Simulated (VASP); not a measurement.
# Te2Mo in VASP: further runs

Runs on Te2Mo. Level: PBE. Tasks: single point.

Everything below comes from runs of VASP 6.6.1. Logs are shortened: lines on timing, memory, paths and dates and some standing lists are left out, and cuts for length are marked.

## 1. The cell of the first run

The cell holds a slab with vacuum, 6 atoms: a = 3.555 Å, b = 3.555 Å, c = 35.037 Å, α = 90.00°, β = 90.00°, γ = 120.00°.

## 2. Single point, PBE (atoms displaced along several vibrational modes)

The input, INCAR:

```
ALGO = Normal
EDIFF = 1E-7
ENCUT = 520
GGA = PE
ISIF = 2
ISMEAR = 0
LASPH = T
LCHARG = F
LREAL = F
LWAVE = F
NBANDS = 35
NELM = 60
PREC = Accurate
SIGMA = 0.05
```

The input, KPOINTS:

```
k-points
0
Gamma
  9 9 1
```

The input, POSCAR:

```
Te2Mo
1.0
    3.5549909197      0.0000000000      0.0000000000
   -1.7774954599      3.0787124467      0.0000000000
    0.0000000000      0.0000000000     35.0365360304
Te Mo
4 2
Direct
    0.3333333333      0.6666666667      0.4460580811
    0.2992966782      0.6666666667      0.9483984951
    0.3673699885      0.6666666667      0.0516015049
    0.3333333333      0.6666666667      0.5539419189
    0.0000000000      0.0000000000      0.0000000000
    0.0000000000      0.0000000000      0.5000000000
```

Potentials or basis: VASP PAW PBE potentials, release 64 (Te, Mo_sv).

The run is started by

```console
> cat potpaw_PBE.64/Te/POTCAR potpaw_PBE.64/Mo_sv/POTCAR > POTCAR
> mpirun -np 1 vasp_std > vasp.out
```

OUTCAR:

```text
EDIFF = 1E-7
   ENCUT = 520
   GGA = PE
   ISIF = 2
   ISMEAR = 0
   LASPH = T
   LREAL = F
   NELM = 60
   PREC = Accurate

 ion  position               nearest neighbor table
   1  0.333  0.667  0.446-   6 2.79   6 2.79   6 2.79
   2  0.299  0.667  0.948-   5 2.66   5 2.74   5 2.82   3 3.62
   3  0.367  0.667  0.052-   5 2.66   5 2.74   5 2.82   2 3.62
   4  0.333  0.667  0.554-   6 2.79   6 2.79   6 2.79
   5  0.000  0.000  0.000-   3 2.66   2 2.66   3 2.74   2 2.74   2 2.82   3 2.82
   6  0.000  0.000  0.500-   1 2.79   4 2.79   1 2.79   4 2.79   1 2.79   4 2.79

  LATTYP: Found a hexagonal cell.
 ALAT       =     3.5549909197
 C/A-ratio  =     9.8555908642

  Lattice vectors:

 A1 = (   3.5549909197,   0.0000000000,   0.0000000000)
 A2 = (  -1.7774954599,   3.0787124467,   0.0000000000)
 A3 = (   0.0000000000,   0.0000000000,  35.0365360304)

Analysis of symmetry for initial positions (statically):
=====================================================================
 Subroutine PRICEL returns:
 Original cell was already a primitive cell.

 Routine SETGRP: Setting up the symmetry group for a
 hexagonal supercell.

 Subroutine GETGRP returns: Found  2 space group operations
 (whereof  2 operations were pure point group operations)
 out of a pool of 24 trial point group operations.

The static configuration has the point symmetry C_2 .

Analysis of symmetry for dynamics (positions and initial velocities):
=====================================================================
 Subroutine PRICEL returns:
 Original cell was already a primitive cell.

 Routine SETGRP: Setting up the symmetry group for a
 hexagonal supercell.

 Subroutine GETGRP returns: Found  2 space group operations
 (whereof  2 operations were pure point group operations)
 out of a pool of 24 trial point group operations.

The dynamic configuration has the point symmetry C_2 .

 Subroutine INISYM returns: Found  2 space group operations
 (whereof  2 operations are pure point group operations),
 and found     1 'primitive' translations

----------------------------------------------------------------------------------------
[... 97 lines left out ...]
   LASPH  =      T    aspherical Exc in radial PAW
   ENCUT  =  520.0 eV  38.22 Ry    6.18 a.u.   6.61  6.61 65.14*2*pi/ulx,y,z
   NELM   =     60;   NELMIN=  2; NELMDL= -5     # of ELM steps
   EDIFF  = 0.1E-06   stopping-criterion for ELM
   LREAL  =      F    real-space projection
   EDIFFG = 0.1E-05   stopping-criterion for IOM
   NSW    =      0    number of steps for IOM
   IBRION =     -1    ionic relax: 0-MD 1-quasi-New 2-CG
   NFREE  =      0    steps in history (QN), initial steepest desc. (CG)
   ISIF   =      2    stress and relaxation
   ISYM   =      2    0-nonsym 1-usesym 2-fastsym
   POTIM  = 0.5000    time-step for ionic-motion
   TEBEG  =    0.0;   TEEND  =   0.0 temperature during run
   PSTRESS=    0.0 pullay stress
   NELECT =      52.0000    total number of electrons
   NUPDOWN=      -1.0000    fix difference up-down
   EMIN   =  10.00;   EMAX   =-10.00  energy-range for DOS
   EFERMI =   0.00;   METHOD = LEGACY
   ISMEAR =     0;   SIGMA  =   0.05  broadening in eV -4-tet -1-fermi 0-gaus
   EFERMI_NEDOS =   21; number of points for ismear=-14 and -15
   IALGO  =     38    algorithm
   IMIX   =      4    mixing-type and parameters
     AMIX     =   0.40;   BMIX     =  1.00
     AMIX_MAG =   1.60;   BMIX_MAG =  1.00
  volume/ion in A,a.u.               =      63.91       431.29
  Fermi-wavevector in a.u.,A,eV,Ry     =   0.841072  1.589395  9.624783  0.707402
  Thomas-Fermi vector in A             =   1.955557
   LORBIT       =      0    0 simple, 1 ext, 2 COOP (PROOUT), +10 PAW based schemes
   GGA     = PE    functional components
   LHFCALC =     F    Hartree Fock is set to
   AEXX    =    0.0000 exact exchange contribution
   IVDW    =     0    specifies the selected vdW correction
   LEPSILON=     F    determine dielectric tensor
   LRPA    =     F    only Hartree local field effects (RPA)
 non-spin polarized calculation
 Gauss-broadening in eV      SIGMA  =   0.05
  energy-cutoff  :      520.00
  volume of cell :      383.47
 maximum number of plane-waves:     10463
   NGX = 13   NGY = 13   NGZ =131

 number of electron      51.9999990 magnetization

 Free energy of the ion-electron system (eV)
  ---------------------------------------------------
  ext. energy  EPLUGINS =         0.00000000
  ---------------------------------------------------
  free energy    TOTEN  =       -35.87914443 eV

  energy without entropy =      -35.87914443  energy(sigma->0) =      -35.87914443

 E-fermi :   0.5309     XC(G=0):  -4.7863

 val. band max:        0.2783501045   @ k =   0.3333   0.3333   0.0000
 cond. band min:       1.2089663480   @ k =   0.3333   0.3333   0.0000
 fundamental gap:      0.9306162435
 Fermi energy:         0.5308811345

 k-point     1 :       0.0000    0.0000    0.0000
  band No.  band energies     occupation
      1     -60.5493      2.00000
      2     -60.5205      2.00000
      3     -34.6999      2.00000
      4     -34.6579      2.00000
      5     -34.5949      2.00000
      6     -34.5918      2.00000
[... 901 lines left out ...]
     34       3.8391      0.00000
     35       4.8536      0.00000

 [... further k-points ...]

------------------------ aborting loop because EDIFF is reached ----------------------------------------

  FORCE on cell =-STRESS in cart. coord.  units (eV):
  Direction    XX          YY          ZZ          XY          YZ          ZX
  --------------------------------------------------------------------------------------
  -------------------------------------------------------------------------------------
  Total       -1.1909612     -1.1866180     -3.2049840      0.0000000      0.0000000     -2.6651452
  in kB       -4.9759889     -4.9578426    -13.3908350      0.0000000      0.0000000    -11.1353192
  external PRESSURE =      -7.7748888 kB  Pullay stress =       0.0000000 kB

 VOLUME and BASIS-vectors are now :
 -----------------------------------------------------------------------------
  energy-cutoff  :      520.00
  volume of cell :      383.47
      direct lattice vectors                 reciprocal lattice vectors
     3.554990920  0.000000000  0.000000000     0.281294671  0.162405554  0.000000000
    -1.777495460  3.078712447  0.000000000     0.000000000  0.324811108  0.000000000
     0.000000000  0.000000000 35.036536030     0.000000000  0.000000000  0.028541634

 POSITION                                       TOTAL-FORCE (eV/Angst)
 -----------------------------------------------------------------------------------
     -0.00000      2.05247     15.62833         0.000052      0.000002      0.963092
     -0.12100      2.05247     33.22860         0.737024     -0.071491     -0.126742
      0.12100      2.05247      1.80794        -0.737024     -0.071491      0.126742
     -0.00000      2.05247     19.40821        -0.000052      0.000002     -0.963092
      0.00000      0.00000      0.00000        -0.000000      0.142975      0.000000
      0.00000      0.00000     17.51827        -0.000000      0.000002      0.000000
 -----------------------------------------------------------------------------------
    total drift:                                0.000000     -0.000013     -0.000000

  FREE ENERGIE OF THE ION-ELECTRON SYSTEM (eV)
  ---------------------------------------------------
  free  energy   TOTEN  =       -35.8791444339 eV

  energy  without entropy=      -35.8791444339  energy(sigma->0) =      -35.87914443
```

stdout:

```text
POSCAR found type information on POSCAR TeMo
 POSCAR found :  2 types and       6 ions
 scaLAPACK will be used
 LDA part: xc-table for (Slater+PW92), standard interpolation
 POSCAR, INCAR and KPOINTS ok, starting setup
 FFT: planning ... GRIDC
 FFT: planning ... GRID_SOFT
 FFT: planning ... GRID
 WAVECAR not read
 entering main loop
```

Wall time 6.6 min (1 thread of Intel Xeon 6975P-C (Granite Rapids), shared host); peak memory 0.65 GiB.

Results:

| Quantity | Value |
| --- | --- |
| Free energy | -35.8791 eV |
| Largest force | 0.963 eV/Å |
| Band gap on the k mesh | 0.93 eV |

Forces in eV/Å, atoms in the order of the input:
```
Te   0.000  0.000  0.963
Te   0.737 -0.071 -0.127
Te  -0.737 -0.071  0.127
Te   0.000  0.000 -0.963
Mo   0.000  0.143  0.000
Mo   0.000  0.000  0.000
```

Caveat: the cell differs from its parent crystal (atoms displaced along several vibrational modes); there is no dipole correction, which matters where the two faces differ; spin-orbit coupling is left out, which moves the levels of the heavy elements.

## 3. Single point, PBE (atoms displaced along several vibrational modes)

The input, INCAR:

```
SYSTEM = Te2Mo
  PREC = Accurate
  ENCUT = 520
  EDIFF = 1E-6
  ISMEAR = 0
  SIGMA = 0.05
  LREAL = .False.
  LASPH = .True.
  NELM = 60
  ALGO = Normal
  ISIF = 2
  LWAVE = .False.
  LCHARG = .False.
  GGA = PE
  NBANDS = 35
```

The input, KPOINTS:

```
Automatic mesh
0
Gamma
  9 9 1
  0 0 0
```

Edit POSCAR of step 2 so:

```diff
@@ -8,6 +8,6 @@
 Direct
-    0.3333333333      0.6666666667      0.4460580811
+    0.3333333333      0.6666666667      0.4476193085
     0.2992966782      0.6666666667      0.9483984951
     0.3673699885      0.6666666667      0.0516015049
-    0.3333333333      0.6666666667      0.5539419189
+    0.3333333333      0.6666666667      0.5523806915
     0.0000000000      0.0000000000      0.0000000000
```

Potentials or basis: VASP PAW PBE potentials, release 64 (Te, Mo_sv).

The run is started by

```console
> cat potpaw_PBE.64/Te/POTCAR potpaw_PBE.64/Mo_sv/POTCAR > POTCAR
> mpirun -np 1 vasp_std > vasp.out
```

OUTCAR:

```text
SYSTEM = Te2Mo
   PREC = Accurate
   ENCUT = 520
   EDIFF = 1E-6
   ISMEAR = 0
   LREAL = .False.
   LASPH = .True.
   NELM = 60
   ISIF = 2
   GGA = PE

 ion  position               nearest neighbor table
   1  0.333  0.667  0.448-   6 2.75   6 2.75   6 2.75   4 3.67
   2  0.299  0.667  0.948-   5 2.66   5 2.74   5 2.82   3 3.62
   3  0.367  0.667  0.052-   5 2.66   5 2.74   5 2.82   2 3.62
   4  0.333  0.667  0.552-   6 2.75   6 2.75   6 2.75   1 3.67
   5  0.000  0.000  0.000-   3 2.66   2 2.66   3 2.74   2 2.74   2 2.82   3 2.82
   6  0.000  0.000  0.500-   1 2.75   4 2.75   1 2.75   4 2.75   1 2.75   4 2.75

  LATTYP: Found a hexagonal cell.
 ALAT       =     3.5549909197
 C/A-ratio  =     9.8555908642

  Lattice vectors:

 A1 = (   3.5549909197,   0.0000000000,   0.0000000000)
 A2 = (  -1.7774954599,   3.0787124467,   0.0000000000)
 A3 = (   0.0000000000,   0.0000000000,  35.0365360304)

Analysis of symmetry for initial positions (statically):
=====================================================================
 Subroutine PRICEL returns:
[... 181 lines left out ...]
 cond. band min:       1.2175595410   @ k =   0.3333   0.3333   0.0000
 fundamental gap:      1.0195388224
 Fermi energy:         0.5516539431

 k-point     1 :       0.0000    0.0000    0.0000
  band No.  band energies     occupation
      1     -60.5407      2.00000
      2     -60.5309      2.00000
      3     -34.6913      2.00000
      4     -34.6737      2.00000
      5     -34.5863      2.00000
      6     -34.5833      2.00000
[... 901 lines left out ...]
     34       3.8576      0.00000
     35       4.9104      0.00000

 [... further k-points ...]

------------------------ aborting loop because EDIFF is reached ----------------------------------------

  FORCE on cell =-STRESS in cart. coord.  units (eV):
  Direction    XX          YY          ZZ          XY          YZ          ZX
  --------------------------------------------------------------------------------------
  -------------------------------------------------------------------------------------
  Total       -0.3754953     -0.3711513     -0.8027071      0.0000000      0.0000000     -2.6651417
  in kB       -1.5688675     -1.5507179     -3.3538133      0.0000000      0.0000000    -11.1353048
  external PRESSURE =      -2.1577996 kB  Pullay stress =       0.0000000 kB

 VOLUME and BASIS-vectors are now :
 -----------------------------------------------------------------------------
  energy-cutoff  :      520.00
  volume of cell :      383.47
      direct lattice vectors                 reciprocal lattice vectors
     3.554990920  0.000000000  0.000000000     0.281294671  0.162405554  0.000000000
    -1.777495460  3.078712447  0.000000000     0.000000000  0.324811108  0.000000000
     0.000000000  0.000000000 35.036536030     0.000000000  0.000000000  0.028541634

 POSITION                                       TOTAL-FORCE (eV/Angst)
 -----------------------------------------------------------------------------------
     -0.00000      2.05247     15.68303         0.000050      0.000002      0.337464
     -0.12100      2.05247     33.22860         0.737022     -0.071491     -0.126709
      0.12100      2.05247      1.80794        -0.737022     -0.071491      0.126709
     -0.00000      2.05247     19.35351        -0.000050      0.000002     -0.337464
      0.00000      0.00000      0.00000        -0.000000      0.142974      0.000000
      0.00000      0.00000     17.51827        -0.000000      0.000002      0.000000
 -----------------------------------------------------------------------------------
    total drift:                                0.000000     -0.000014     -0.000000

  FREE ENERGIE OF THE ION-ELECTRON SYSTEM (eV)
  ---------------------------------------------------
  free  energy   TOTEN  =       -35.9512832125 eV

  energy  without entropy=      -35.9512832125  energy(sigma->0) =      -35.95128321
```

It took 8.2 min on 1 thread of Intel Xeon 6975P-C (Granite Rapids), shared host; peak memory 0.66 GiB.

What came out:

```
Free energy            : -35.9513 eV
Largest force          : 0.751 eV/Å
Band gap on the k mesh : 1.02 eV
```

Forces in eV/Å, atoms in the order of the input:
```
Te   0.000  0.000  0.337
Te   0.737 -0.071 -0.127
Te  -0.737 -0.071  0.127
Te   0.000  0.000 -0.337
Mo   0.000  0.143  0.000
Mo   0.000  0.000  0.000
```

Caveat: the cell differs from its parent crystal (atoms displaced along several vibrational modes); there is no dipole correction, which matters where the two faces differ; spin-orbit coupling is left out, which moves the levels of the heavy elements.
